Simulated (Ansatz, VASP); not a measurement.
Al in VASP and in Ansatz

```xyz
1
Lattice="0.0000 2.0075 2.0075 2.0075 0.0000 2.0075 2.0075 2.0075 0.0000" Properties=species:S:1:pos:R:3 pbc="T T T"
Al    0.0000    0.0000    0.0000
```

Alike in both runs: task single point; functional PBE; k mesh 18 × 18 × 18; occupations gaussian, width 0.05 eV; no spin polarisation.

|  | VASP | Ansatz |
| --- | --- | --- |
| version | VASP 6.6.1 | Ansatz 0.2.0 |
| potentials or method | VASP PAW PBE potentials, release 64 (Al), cutoff 520 eV | scalar-relativistic, plane waves, PAW |
| valence electrons in the cell | 3 | 3 |

```tsv
	VASP	Ansatz	Ansatz less VASP
gap on the k mesh at the Fermi level (eV)	none	none	-
pressure (GPa)	1.5	1.5	+0.04
```

A gap of «none» marks a metal or a gap that the smearing closes.
